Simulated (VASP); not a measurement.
# HfO2 (Fm-3m) in VASP: a series of runs

Runs on HfO2. Level: PBEsol. Tasks: single point, relaxation of cell and atoms.

Everything below comes from runs of VASP 6.6.1. Logs are shortened: lines on timing, memory, paths and dates and some standing lists are left out, and cuts for length are marked.

## (1) The cell of the first run

It takes space group Fm-3m (No. 225, cubic). Conventional cell: a = 5.044 Å, b = 5.044 Å, c = 5.044 Å, α = 90.00°, β = 90.00°, γ = 90.00°. Hf (site symmetry m-3m) has 8 O at 2.18 Å within 2.9 Å. O (site symmetry -43m) has 4 Hf at 2.18 Å and 6 O at 2.52 Å within 2.9 Å.

## (2) Single point, PBEsol

Input file INCAR:

```
SYSTEM = HfO2
PREC     = Accurate       ! precision mode
ENCUT    = 520            ! plane-wave cutoff, eV
EDIFF    = 1E-7           ! SCF threshold, eV
ISMEAR   = 0              ! smearing method
SIGMA    = 0.01           ! smearing width, eV
LREAL    = .False.        ! projectors in reciprocal space
LASPH    = .True.         ! aspherical terms in the spheres
NELM     = 100            ! most SCF steps
ALGO     = Normal         ! electronic algorithm
ISIF     = 2              ! what is computed and relaxed
LWAVE    = .False.        ! write WAVECAR
LCHARG   = .False.        ! write CHGCAR
GGA      = PS             ! functional
NBANDS   = 18             ! bands
```

Input file KPOINTS:

```
Automatic mesh
0
Gamma
  8 8 8
  0 0 0
```

Input file POSCAR:

```
HfO2
1.0
    0.0000000000      2.5217579396      2.5217579396
    2.5217579396      0.0000000000      2.5217579396
    2.5217579396      2.5217579396      0.0000000000
Hf O
1 2
Direct
    0.0000000000      0.0000000000      0.0000000000
    0.2500000000      0.2500000000      0.2500000000
    0.7500000000      0.7500000000      0.7500000000
```

Potentials or basis: VASP PAW PBE potentials, release 64 (Hf_pv, O).

The run is started by

```
$ cat potpaw_PBE.64/Hf_pv/POTCAR potpaw_PBE.64/O/POTCAR > POTCAR
$ mpirun -np 1 vasp_std > vasp.out
```

OUTCAR:

```text
SYSTEM = HfO2
   PREC = Accurate
   ENCUT = 520
   EDIFF = 1E-7
   ISMEAR = 0
   LREAL = .False.
   LASPH = .True.
   NELM = 100
   ISIF = 2
   GGA = PS

 ion  position               nearest neighbor table
   1  0.000  0.000  0.000-   3 2.18   3 2.18   3 2.18   2 2.18   3 2.18   2 2.18   2 2.18   2 2.18

   2  0.250  0.250  0.250-   1 2.18   1 2.18   1 2.18   1 2.18
   3  0.750  0.750  0.750-   1 2.18   1 2.18   1 2.18   1 2.18

  LATTYP: Found a face centered cubic cell.
 ALAT       =     5.0435158792

  Lattice vectors:

 A1 = (   0.0000000000,   2.5217579396,   2.5217579396)
 A2 = (   2.5217579396,   0.0000000000,   2.5217579396)
 A3 = (   2.5217579396,   2.5217579396,   0.0000000000)

Analysis of symmetry for initial positions (statically):
=====================================================================
 Subroutine PRICEL returns:
 Original cell was already a primitive cell.

 Routine SETGRP: Setting up the symmetry group for a
 face centered cubic supercell.

 Subroutine GETGRP returns: Found 48 space group operations
 (whereof 48 operations were pure point group operations)
 out of a pool of 48 trial point group operations.

The static configuration has the point symmetry O_h .

Analysis of symmetry for dynamics (positions and initial velocities):
=====================================================================
 Subroutine PRICEL returns:
 Original cell was already a primitive cell.

 Routine SETGRP: Setting up the symmetry group for a
 face centered cubic supercell.

 Subroutine GETGRP returns: Found 48 space group operations
 (whereof 48 operations were pure point group operations)
 out of a pool of 48 trial point group operations.

The dynamic configuration has the point symmetry O_h .

 Subroutine INISYM returns: Found 48 space group operations
 (whereof 48 operations are pure point group operations),
 and found     1 'primitive' translations

----------------------------------------------------------------------------------------

                                     Primitive cell

  volume of cell :      32.0730

  direct lattice vectors                    reciprocal lattice vectors
     0.000000000  2.521757940  2.521757940    -0.198274383  0.198274383  0.198274383
     2.521757940  0.000000000  2.521757940     0.198274383 -0.198274383  0.198274383
     2.521757940  2.521757940  0.000000000     0.198274383  0.198274383 -0.198274383

  length of vectors
     3.566304279  3.566304279  3.566304279     0.343421306  0.343421306  0.343421306

[... 83 lines left out ...]
   LREAL  =      F    real-space projection
   EDIFFG = 0.1E-05   stopping-criterion for IOM
   NSW    =      0    number of steps for IOM
   IBRION =     -1    ionic relax: 0-MD 1-quasi-New 2-CG
   NFREE  =      0    steps in history (QN), initial steepest desc. (CG)
   ISIF   =      2    stress and relaxation
   ISYM   =      2    0-nonsym 1-usesym 2-fastsym
   POTIM  = 0.5000    time-step for ionic-motion
   TEBEG  =    0.0;   TEEND  =   0.0 temperature during run
   PSTRESS=    0.0 pullay stress
   NELECT =      22.0000    total number of electrons
   NUPDOWN=      -1.0000    fix difference up-down
   EMIN   =  10.00;   EMAX   =-10.00  energy-range for DOS
   EFERMI =   0.00;   METHOD = LEGACY
   ISMEAR =     0;   SIGMA  =   0.01  broadening in eV -4-tet -1-fermi 0-gaus
   EFERMI_NEDOS =   21; number of points for ismear=-14 and -15
   IALGO  =     38    algorithm
   IMIX   =      4    mixing-type and parameters
     AMIX     =   0.40;   BMIX     =  1.00
     AMIX_MAG =   1.60;   BMIX_MAG =  1.00
  volume/ion in A,a.u.               =      10.69        72.15
  Fermi-wavevector in a.u.,A,eV,Ry     =   1.443784  2.728357 28.361524  2.084513
  Thomas-Fermi vector in A             =   2.562153
   LORBIT       =      0    0 simple, 1 ext, 2 COOP (PROOUT), +10 PAW based schemes
   GGA     = PS    functional components
   LHFCALC =     F    Hartree Fock is set to
   AEXX    =    0.0000 exact exchange contribution
   IVDW    =     0    specifies the selected vdW correction
   LEPSILON=     F    determine dielectric tensor
   LRPA    =     F    only Hartree local field effects (RPA)
 non-spin polarized calculation
 Gauss-broadening in eV      SIGMA  =   0.01
  energy-cutoff  :      520.00
  volume of cell :       32.07
 maximum number of plane-waves:       887
   NGX = 13   NGY = 13   NGZ = 13

 number of electron      21.9999993 magnetization

 Free energy of the ion-electron system (eV)
  ---------------------------------------------------
  ext. energy  EPLUGINS =         0.00000000
  ---------------------------------------------------
  free energy    TOTEN  =       -31.63253310 eV

  energy without entropy =      -31.63253310  energy(sigma->0) =      -31.63253310

 E-fermi :   4.4150     XC(G=0): -12.1888

 val. band max:        4.2668913317   @ k =   0.5000   0.5000   0.0000
 cond. band min:       7.9783982944   @ k =   0.5000   0.5000   0.0000
 fundamental gap:      3.7115069626
 Fermi energy:         4.4149980285

 k-point     1 :       0.0000    0.0000    0.0000
  band No.  band energies     occupation
      1     -25.2879      2.00000
      2     -25.2879      2.00000
      3     -25.2879      2.00000
      4     -14.5204      2.00000
      5     -11.3406      2.00000
      6      -1.2320      2.00000
[... 481 lines left out ...]
      5     -12.2556      2.00000
      6      -0.7120      2.00000
[... 10 lines left out ...]
     17      15.1750      0.00000
     18      17.3931      0.00000

 [... further k-points ...]

------------------------ aborting loop because EDIFF is reached ----------------------------------------

  FORCE on cell =-STRESS in cart. coord.  units (eV):
  Direction    XX          YY          ZZ          XY          YZ          ZX
  --------------------------------------------------------------------------------------
  -------------------------------------------------------------------------------------
  Total       -0.7362573     -0.7362573     -0.7362573      0.0000000      0.0000000     -0.0000000
  in kB      -36.7790065    -36.7790065    -36.7790065      0.0000000      0.0000000     -0.0000000
  external PRESSURE =     -36.7790065 kB  Pullay stress =       0.0000000 kB

 VOLUME and BASIS-vectors are now :
 -----------------------------------------------------------------------------
  energy-cutoff  :      520.00
  volume of cell :       32.07
      direct lattice vectors                 reciprocal lattice vectors
     0.000000000  2.521757940  2.521757940    -0.198274383  0.198274383  0.198274383
     2.521757940  0.000000000  2.521757940     0.198274383 -0.198274383  0.198274383
     2.521757940  2.521757940  0.000000000     0.198274383  0.198274383 -0.198274383

 POSITION                                       TOTAL-FORCE (eV/Angst)
 -----------------------------------------------------------------------------------
      0.00000      0.00000      0.00000         0.000000      0.000000      0.000000
      1.26088      1.26088      1.26088        -0.000000     -0.000000     -0.000000
      3.78264      3.78264      3.78264         0.000000     -0.000000      0.000000
 -----------------------------------------------------------------------------------
    total drift:                                0.000000      0.000000      0.000000

  FREE ENERGIE OF THE ION-ELECTRON SYSTEM (eV)
  ---------------------------------------------------
  free  energy   TOTEN  =       -31.6325331044 eV

  energy  without entropy=      -31.6325331044  energy(sigma->0) =      -31.63253310
```

OSZICAR:

```text
N       E                     dE             d eps       ncg     rms          rms(c)
DAV:   1     0.890597228538E+02    0.89060E+02   -0.12771E+04  1044   0.121E+03
DAV:   2    -0.329741372879E+02   -0.12203E+03   -0.11579E+03  1324   0.287E+02
DAV:   3    -0.368439403291E+02   -0.38698E+01   -0.38574E+01  1230   0.452E+01
DAV:   4    -0.368647098743E+02   -0.20770E-01   -0.20766E-01  1270   0.373E+00
DAV:   5    -0.368648399743E+02   -0.13010E-03   -0.13010E-03  1212   0.268E-01    0.508E+01
DAV:   6    -0.318027549912E+02    0.50621E+01   -0.17918E+01  1072   0.305E+01    0.430E+01
DAV:   7    -0.316808859238E+02    0.12187E+00   -0.63729E-01  1196   0.662E+00    0.289E+01
DAV:   8    -0.316508359516E+02    0.30050E-01   -0.24448E-01  1148   0.447E+00    0.831E+00
DAV:   9    -0.316326953386E+02    0.18141E-01   -0.56071E-02  1118   0.197E+00    0.276E+00
DAV:  10    -0.316325154683E+02    0.17987E-03   -0.28474E-03  1178   0.405E-01    0.196E-01
DAV:  11    -0.316325301218E+02   -0.14653E-04   -0.13303E-04  1168   0.101E-01    0.161E-01
DAV:  12    -0.316325326556E+02   -0.25339E-05   -0.15026E-05  1162   0.276E-02    0.564E-03
DAV:  13    -0.316325330521E+02   -0.39645E-06   -0.62371E-07  1258   0.618E-03    0.158E-03
DAV:  14    -0.316325331044E+02   -0.52327E-07   -0.36514E-08   862   0.129E-03
   1 F= -.31632533E+02 E0= -.31632533E+02  d E =-.179558E-99
```

stdout:

```text
POSCAR found type information on POSCAR HfO
 POSCAR found :  2 types and       3 ions
 scaLAPACK will be used
 -----------------------------------------------------------------------------
|                                                                             |
|                                                                             |
|     You enforced a specific xc type in the INCAR file but a different       |
|     I HOPE YOU KNOW WHAT YOU ARE DOING!                                     |
|                                                                             |
 -----------------------------------------------------------------------------

 LDA part: xc-table for (Slater+PW92), standard interpolation
 POSCAR, INCAR and KPOINTS ok, starting setup
 FFT: planning ... GRIDC
 FFT: planning ... GRID_SOFT
 FFT: planning ... GRID
 WAVECAR not read
 entering main loop
```

Run time: 9.3 s. Hardware: 1 thread of Intel Xeon 6975P-C (Granite Rapids), shared host; peak memory 0.16 GiB.

What came out:

```yaml
Free_energy: -31.6325 eV
Pressure: -3.7 GPa
Band_gap_on_the_k_mesh: 3.71 eV, direct
```

Levels at points of the mesh, in eV from the valence-band top:
```
           k point  band 7  band 8  band 9  band 10  band 11  band 12  band 13  band 14  band 15  band 16
(0.00, 0.00, 0.00)   -5.50   -5.50   -0.62    -0.62    -0.62     3.82     3.82     5.77    10.62    10.62
(0.50, 0.00, 0.00)   -4.45   -3.11   -2.81    -1.87    -1.87     4.58     4.58     7.10     8.89     9.53
(0.50, 0.50, 0.00)   -3.54   -3.54   -1.57    -1.57     0.00     3.71     5.51     6.74     8.27     8.27
```

Caveat: the PAW data sets were made with another functional, which shifts forces and pressure a little; spin-orbit coupling is left out, which moves the levels of the heavy elements.

## (3) Relaxation of cell and atoms, PBEsol

This run uses another cell than the first one, of 11.15 Å³/atom, 1.043 times its volume.

Input file INCAR:

```
ALGO = Normal
EDIFF = 1E-7
EDIFFG = -0.02
ENCUT = 600
GGA = PS
IBRION = 2
ISIF = 3
ISMEAR = 0
LASPH = True
LCHARG = False
LREAL = False
LWAVE = False
NELM = 60
NSW = 80
PREC = Accurate
SIGMA = 0.01
```

Input file KPOINTS:

```
k-points
0
Gamma
  8 8 8
```

Input file POSCAR:

```
HfO2
1.0
    0.0000000000      2.5575000000      2.5575000000
    2.5575000000      0.0000000000      2.5575000000
    2.5575000000      2.5575000000      0.0000000000
Hf O
1 2
Direct
    0.0000000000      0.0000000000      0.0000000000
    0.2500000000      0.2500000000      0.2500000000
    0.7500000000      0.7500000000      0.7500000000
```

Potentials or basis: VASP PAW PBE potentials, release 64 (Hf_pv, O).

The run is started by

```
$ cat potpaw_PBE.64/Hf_pv/POTCAR potpaw_PBE.64/O/POTCAR > POTCAR
$ mpirun -np 1 vasp_std > vasp.out
```

Run time: 36 s. Hardware: 1 thread of Intel Xeon 6975P-C (Granite Rapids), shared host; peak memory 0.19 GiB.

It converged, with:

* Free energy: -31.6470 eV
* Relaxed volume: 10.53 Å³/atom
* Relaxed cell: a = 3.549 Å, b = 3.549 Å, c = 3.549 Å, α = 60.00°, β = 60.00°, γ = 60.00°
* Space group after relaxing (to 0.05 Å): Fm-3m (No. 225)
* Energy gained by relaxing: 28.0 meV/atom
* Ionic steps: 4
* Pressure after relaxing: 0.0 GPa
* Band gap on the k mesh: 3.75 eV, direct

The path:
| step | energy change (eV) | largest force (eV/Å) | pressure (GPa) | volume (Å³) |
| --- | --- | --- | --- | --- |
| 1 | 0.0000 | 0.0000 | -13.75 | 33.46 |
| 2 | 0.1213 | 0.0000 | 27.65 | 29.03 |
| 3 | -0.0839 | 0.0000 | -0.36 | 31.64 |
| 4 | -0.0839 | 0.0000 | -0.03 | 31.60 |

Final structure:
```cif
data_structure
_symmetry_space_group_name_H-M 'P 1'
_symmetry_Int_Tables_number 1
_cell_length_a 3.5487
_cell_length_b 3.5487
_cell_length_c 3.5487
_cell_angle_alpha 60.000
_cell_angle_beta 60.000
_cell_angle_gamma 60.000
_cell_volume 31.60
loop_
_atom_site_label
_atom_site_type_symbol
_atom_site_fract_x
_atom_site_fract_y
_atom_site_fract_z
_atom_site_occupancy
Hf1 Hf 0.00000 0.00000 0.00000 1
O1 O 0.25000 0.25000 0.25000 1
O2 O 0.75000 0.75000 0.75000 1
```

Levels at points of the mesh, in eV from the valence-band top:
| k point | band 9 | band 10 | band 11 | band 12 | band 13 | band 14 |
| --- | --- | --- | --- | --- | --- | --- |
| (0.00, 0.00, 0.00) | -0.63 | -0.63 | -0.63 | 3.85 | 3.85 | 5.89 |
| (0.50, 0.00, 0.00) | -2.84 | -1.89 | -1.89 | 4.63 | 4.63 | 7.25 |
| (0.50, 0.50, 0.00) | -1.60 | -1.60 | 0.00 | 3.75 | 5.59 | 6.88 |

Caveat: the PAW data sets were made with another functional, which shifts forces and pressure a little; spin-orbit coupling is left out, which moves the levels of the heavy elements.
